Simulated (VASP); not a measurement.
# BeTe (F-43m) in VASP: further runs

BeTe is run at these levels: PBE; tasks: single point.

All numbers are computed with VASP 6.6.1; they aren't measurements. Logs are shortened: lines on timing, memory, paths and dates and some standing lists are left out, and cuts for length are marked.

## 1. The cell of the first run

It takes space group F-43m (No. 216, cubic). The conventional cell has a = 5.664 Å, b = 5.664 Å, c = 5.664 Å, α = 90.00°, β = 90.00°, γ = 90.00°. Be (site symmetry -43m) has 4 Te at 2.45 Å within 3.2 Å. Te (site symmetry -43m) has 4 Be at 2.45 Å within 3.2 Å.

## 2. Single point, PBE

The input, INCAR:

```
ALGO = Normal
EDIFF = 1E-6
ENCUT = 520
GGA = PE
ISIF = 2
ISMEAR = -1
LASPH = T
LCHARG = F
LREAL = F
LWAVE = F
NBANDS = 11
NELM = 100
PREC = Accurate
SIGMA = 0.05
```

The input, KPOINTS:

```
k-points
0
Gamma
  13 13 13
```

The input, POSCAR:

```
BeTe
1.0
    0.0000000000      2.8317972517      2.8317972517
    2.8317972517      0.0000000000      2.8317972517
    2.8317972517      2.8317972517      0.0000000000
Be Te
1 1
Direct
    0.0000000000      0.0000000000      0.0000000000
    0.2500000000      0.2500000000      0.2500000000
```

Potentials or basis: VASP PAW PBE potentials, release 64 (Be, Te).

Started as:

```console
cat potpaw_PBE.64/Be/POTCAR potpaw_PBE.64/Te/POTCAR > POTCAR
mpirun -np 1 vasp_std > vasp.out
```

OUTCAR:

```text
EDIFF = 1E-6
   ENCUT = 520
   GGA = PE
   ISIF = 2
   ISMEAR = -1
   LASPH = T
   LREAL = F
   NELM = 100
   PREC = Accurate

 ion  position               nearest neighbor table
   1  0.000  0.000  0.000-   2 2.45   2 2.45   2 2.45   2 2.45
   2  0.250  0.250  0.250-   1 2.45   1 2.45   1 2.45   1 2.45

  LATTYP: Found a face centered cubic cell.
 ALAT       =     5.6635945034

  Lattice vectors:

 A1 = (   0.0000000000,   2.8317972517,   2.8317972517)
 A2 = (   2.8317972517,   0.0000000000,   2.8317972517)
 A3 = (   2.8317972517,   2.8317972517,   0.0000000000)

Analysis of symmetry for initial positions (statically):
=====================================================================
 Subroutine PRICEL returns:
 Original cell was already a primitive cell.

 Routine SETGRP: Setting up the symmetry group for a
 face centered cubic supercell.

 Subroutine GETGRP returns: Found 24 space group operations
 (whereof 24 operations were pure point group operations)
 out of a pool of 48 trial point group operations.

The static configuration has the point symmetry T_d .

Analysis of symmetry for dynamics (positions and initial velocities):
=====================================================================
 Subroutine PRICEL returns:
 Original cell was already a primitive cell.

 Routine SETGRP: Setting up the symmetry group for a
 face centered cubic supercell.

 Subroutine GETGRP returns: Found 24 space group operations
 (whereof 24 operations were pure point group operations)
 out of a pool of 48 trial point group operations.

The dynamic configuration has the point symmetry T_d .

 Subroutine INISYM returns: Found 24 space group operations
 (whereof 24 operations are pure point group operations),
 and found     1 'primitive' translations

----------------------------------------------------------------------------------------

                                     Primitive cell

  volume of cell :      45.4168

  direct lattice vectors                    reciprocal lattice vectors
     0.000000000  2.831797252  2.831797252    -0.176566313  0.176566313  0.176566313
     2.831797252  0.000000000  2.831797252     0.176566313 -0.176566313  0.176566313
     2.831797252  2.831797252  0.000000000     0.176566313  0.176566313 -0.176566313

[... 86 lines left out ...]
   NSW    =      0    number of steps for IOM
   IBRION =     -1    ionic relax: 0-MD 1-quasi-New 2-CG
   NFREE  =      0    steps in history (QN), initial steepest desc. (CG)
   ISIF   =      2    stress and relaxation
   ISYM   =      2    0-nonsym 1-usesym 2-fastsym
   POTIM  = 0.5000    time-step for ionic-motion
   TEBEG  =    0.0;   TEEND  =   0.0 temperature during run
   PSTRESS=    0.0 pullay stress
   NELECT =       8.0000    total number of electrons
   NUPDOWN=      -1.0000    fix difference up-down
   EMIN   =  10.00;   EMAX   =-10.00  energy-range for DOS
   EFERMI =   0.00;   METHOD = LEGACY
   ISMEAR =    -1;   SIGMA  =   0.05  broadening in eV -4-tet -1-fermi 0-gaus
   EFERMI_NEDOS =   21; number of points for ismear=-14 and -15
   IALGO  =     38    algorithm
   IMIX   =      4    mixing-type and parameters
     AMIX     =   0.40;   BMIX     =  1.00
     AMIX_MAG =   1.60;   BMIX_MAG =  1.00
  volume/ion in A,a.u.               =      22.71       153.24
  Fermi-wavevector in a.u.,A,eV,Ry     =   0.917697  1.734196 11.458390  0.842168
  Thomas-Fermi vector in A             =   2.042695
   LORBIT       =      0    0 simple, 1 ext, 2 COOP (PROOUT), +10 PAW based schemes
   GGA     = PE    functional components
   LHFCALC =     F    Hartree Fock is set to
   AEXX    =    0.0000 exact exchange contribution
   IVDW    =     0    specifies the selected vdW correction
   LEPSILON=     F    determine dielectric tensor
   LRPA    =     F    only Hartree local field effects (RPA)
 non-spin polarized calculation
  energy-cutoff  :      520.00
  volume of cell :       45.42
 maximum number of plane-waves:      1243
 NGX is ok and might be reduce to    30
   NGX = 15   NGY = 15   NGZ = 15

 number of electron       8.0000000 magnetization

 Free energy of the ion-electron system (eV)
  ---------------------------------------------------
  ext. energy  EPLUGINS =         0.00000000
  ---------------------------------------------------
  free energy    TOTEN  =        -7.62510110 eV

  energy without entropy =       -7.62510110  energy(sigma->0) =       -7.62510110

 E-fermi :   5.8504     XC(G=0):  -8.9897

 val. band max:        4.9094877518   @ k =   0.0000   0.0000   0.0000
 cond. band min:       6.9387781579   @ k =   0.4615   0.4615   0.0000
 fundamental gap:      2.0292904060
 Fermi energy:         5.8503656180

 k-point     1 :       0.0000    0.0000    0.0000
  band No.  band energies     occupation
      1      -7.2781      2.00000
      2       4.9095      2.00000
      3       4.9095      2.00000
      4       4.9095      2.00000
      5       8.5331      0.00000
      6       8.5331      0.00000
      7       8.5331      0.00000
      8       8.6089      0.00000
      9      13.2011      0.00000
     10      15.1193      0.00000
     11      15.1193      0.00000
[... 309 lines left out ...]
 k-point    24 :       0.4615    0.1538    0.0000
  band No.  band energies     occupation
      1      -5.9790      2.00000
      2      -0.0196      2.00000
      3       2.9116      2.00000
      4       3.3529      2.00000
      5       8.3435      0.00000
      6       9.8452      0.00000
      7      10.5484      0.00000
      8      11.7910      0.00000
      9      14.7469      0.00000
     10      16.3106      0.00000
     11      16.6622      0.00000

 [... further k-points ...]

------------------------ aborting loop because EDIFF is reached ----------------------------------------

  FORCE on cell =-STRESS in cart. coord.  units (eV):
  Direction    XX          YY          ZZ          XY          YZ          ZX
  --------------------------------------------------------------------------------------
  -------------------------------------------------------------------------------------
  Total        0.0393919      0.0393919      0.0393919      0.0000000      0.0000000      0.0000000
  in kB        1.3896350      1.3896350      1.3896350      0.0000000      0.0000000      0.0000000
  external PRESSURE =       1.3896350 kB  Pullay stress =       0.0000000 kB

 VOLUME and BASIS-vectors are now :
 -----------------------------------------------------------------------------
  energy-cutoff  :      520.00
  volume of cell :       45.42
      direct lattice vectors                 reciprocal lattice vectors
     0.000000000  2.831797252  2.831797252    -0.176566313  0.176566313  0.176566313
     2.831797252  0.000000000  2.831797252     0.176566313 -0.176566313  0.176566313
     2.831797252  2.831797252  0.000000000     0.176566313  0.176566313 -0.176566313

 POSITION                                       TOTAL-FORCE (eV/Angst)
 -----------------------------------------------------------------------------------
      0.00000      0.00000      0.00000         0.000000     -0.000000     -0.000000
      1.41590      1.41590      1.41590        -0.000000      0.000000      0.000000
 -----------------------------------------------------------------------------------
    total drift:                                0.000000      0.000000      0.000000

  FREE ENERGIE OF THE ION-ELECTRON SYSTEM (eV)
  ---------------------------------------------------
  free  energy   TOTEN  =        -7.6251011045 eV

  energy  without entropy=       -7.6251011044  energy(sigma->0) =       -7.62510110
```

It took 64 s on 1 thread of Intel Xeon 8259CL, shared host; peak memory 0.2 GiB.

What came out:

```yaml
Free_energy: -7.6251 eV
Pressure: 0.1 GPa
Band_gap_on_the_k_mesh: 2.03 eV (least direct gap 3.62 eV)
```

Caveat: spin-orbit coupling is left out, which moves the levels of the heavy elements; an odd mesh through Γ misses points on the zone boundary, where band edges can lie.

## 3. Single point, PBE

The input, INCAR:

```
SYSTEM = BeTe
PREC = Accurate ; ENCUT = 520
EDIFF = 1E-6 ; ISMEAR = -1
SIGMA = 0.05 ; LREAL = .FALSE.
LASPH = .TRUE. ; NELM = 100
ALGO = Normal ; ISIF = 2
LWAVE = .FALSE. ; LCHARG = .FALSE.
GGA = PE ; NBANDS = 11
```

The input, KPOINTS:

```
Automatic mesh
0
G
  13 13 13
  0 0 0
```

POSCAR is that of step 2.

Potentials or basis: VASP PAW PBE potentials, release 64 (Be, Te).

Started as:

```console
cat potpaw_PBE.64/Be/POTCAR potpaw_PBE.64/Te/POTCAR > POTCAR
mpirun -np 1 vasp_std > vasp.out
```

OUTCAR:

```text
SYSTEM = BeTe
   PREC = Accurate
   ENCUT = 520
   EDIFF = 1E-6
   ISMEAR = -1
   LREAL = .FALSE.
   LASPH = .TRUE.
   NELM = 100
   ISIF = 2
   GGA = PE

 ion  position               nearest neighbor table
   1  0.000  0.000  0.000-   2 2.45   2 2.45   2 2.45   2 2.45
   2  0.250  0.250  0.250-   1 2.45   1 2.45   1 2.45   1 2.45

  LATTYP: Found a face centered cubic cell.
 ALAT       =     5.6635945034

  Lattice vectors:

 A1 = (   0.0000000000,   2.8317972517,   2.8317972517)
 A2 = (   2.8317972517,   0.0000000000,   2.8317972517)
 A3 = (   2.8317972517,   2.8317972517,   0.0000000000)

Analysis of symmetry for initial positions (statically):
=====================================================================
 Subroutine PRICEL returns:
 Original cell was already a primitive cell.

 Routine SETGRP: Setting up the symmetry group for a
 face centered cubic supercell.

 Subroutine GETGRP returns: Found 24 space group operations
 (whereof 24 operations were pure point group operations)
 out of a pool of 48 trial point group operations.

The static configuration has the point symmetry T_d .
[... 170 lines left out ...]
      1      -7.2781      2.00000
      2       4.9095      2.00000
      3       4.9095      2.00000
      4       4.9095      2.00000
      5       8.5331      0.00000
      6       8.5331      0.00000
      7       8.5331      0.00000
      8       8.6089      0.00000
      9      13.2011      0.00000
     10      15.1193      0.00000
     11      15.1193      0.00000
[... 309 lines left out ...]
 k-point    24 :       0.4615    0.1538    0.0000
  band No.  band energies     occupation
      1      -5.9790      2.00000
      2      -0.0196      2.00000
      3       2.9116      2.00000
      4       3.3529      2.00000
      5       8.3435      0.00000
      6       9.8452      0.00000
      7      10.5484      0.00000
      8      11.7910      0.00000
      9      14.7469      0.00000
     10      16.3106      0.00000
     11      16.6622      0.00000

 [... further k-points ...]

------------------------ aborting loop because EDIFF is reached ----------------------------------------

  FORCE on cell =-STRESS in cart. coord.  units (eV):
  Direction    XX          YY          ZZ          XY          YZ          ZX
  --------------------------------------------------------------------------------------
  -------------------------------------------------------------------------------------
  Total        0.0393919      0.0393919      0.0393919      0.0000000      0.0000000      0.0000000
  in kB        1.3896350      1.3896350      1.3896350      0.0000000      0.0000000      0.0000000
  external PRESSURE =       1.3896350 kB  Pullay stress =       0.0000000 kB

 VOLUME and BASIS-vectors are now :
 -----------------------------------------------------------------------------
  energy-cutoff  :      520.00
  volume of cell :       45.42
      direct lattice vectors                 reciprocal lattice vectors
     0.000000000  2.831797252  2.831797252    -0.176566313  0.176566313  0.176566313
     2.831797252  0.000000000  2.831797252     0.176566313 -0.176566313  0.176566313
     2.831797252  2.831797252  0.000000000     0.176566313  0.176566313 -0.176566313

 POSITION                                       TOTAL-FORCE (eV/Angst)
 -----------------------------------------------------------------------------------
      0.00000      0.00000      0.00000         0.000000     -0.000000     -0.000000
      1.41590      1.41590      1.41590        -0.000000      0.000000      0.000000
 -----------------------------------------------------------------------------------
    total drift:                                0.000000      0.000000      0.000000

  FREE ENERGIE OF THE ION-ELECTRON SYSTEM (eV)
  ---------------------------------------------------
  free  energy   TOTEN  =        -7.6251011045 eV

  energy  without entropy=       -7.6251011044  energy(sigma->0) =       -7.62510110
```

OSZICAR:

```text
N       E                     dE             d eps       ncg     rms          rms(c)
DAV:   1     0.194071961997E+02    0.19407E+02   -0.32725E+03  1848   0.583E+02
DAV:   2    -0.658634504401E+01   -0.25994E+02   -0.24807E+02  2389   0.912E+01
DAV:   3    -0.773336875632E+01   -0.11470E+01   -0.11448E+01  2430   0.204E+01
DAV:   4    -0.774550986336E+01   -0.12141E-01   -0.12140E-01  2218   0.237E+00
DAV:   5    -0.774574433801E+01   -0.23447E-03   -0.23447E-03  2367   0.319E-01    0.403E+00
DAV:   6    -0.765238638868E+01    0.93358E-01   -0.10878E-01  2142   0.132E+00    0.242E+00
DAV:   7    -0.762408670033E+01    0.28300E-01   -0.95240E-02  2202   0.135E+00    0.452E-01
DAV:   8    -0.762478624573E+01   -0.69955E-03   -0.58714E-03  2079   0.438E-01    0.749E-02
DAV:   9    -0.762503239317E+01   -0.24615E-03   -0.31637E-04  2284   0.105E-01    0.295E-02
DAV:  10    -0.762509646529E+01   -0.64072E-04   -0.79011E-05  2051   0.458E-02    0.151E-02
DAV:  11    -0.762509874496E+01   -0.22797E-05   -0.25036E-06  2476   0.928E-03    0.104E-02
DAV:  12    -0.762510103593E+01   -0.22910E-05   -0.49573E-06  2016   0.127E-02    0.667E-03
DAV:  13    -0.762510110446E+01   -0.68532E-07   -0.33744E-08  1435   0.140E-03
   1 F= -.76251011E+01 E0= -.76251011E+01  d E =-.512873E-10
```

stdout:

```text
POSCAR found type information on POSCAR BeTe
 POSCAR found :  2 types and       2 ions
 scaLAPACK will be used
 LDA part: xc-table for (Slater+PW92), standard interpolation
 POSCAR, INCAR and KPOINTS ok, starting setup
 FFT: planning ... GRIDC
 FFT: planning ... GRID_SOFT
 FFT: planning ... GRID
 WAVECAR not read
 entering main loop
```

Run time: 64 s. Hardware: 1 thread of Intel Xeon 8259CL, shared host; peak memory 0.2 GiB.

Results:

```
Free energy            : -7.6251 eV
Pressure               : 0.1 GPa
Band gap on the k mesh : 2.03 eV (least direct gap 3.62 eV)
```

Levels at points of the mesh, in eV from the valence-band top:
| k point | band 1 | band 2 | band 3 | band 4 | band 5 | band 6 | band 7 | band 8 |
| --- | --- | --- | --- | --- | --- | --- | --- | --- |
| (0.00, 0.00, 0.00) | -12.19 | 0.00 | 0.00 | 0.00 | 3.62 | 3.62 | 3.62 | 3.70 |

Caveat: spin-orbit coupling is left out, which moves the levels of the heavy elements; an odd mesh through Γ misses points on the zone boundary, where band edges can lie.
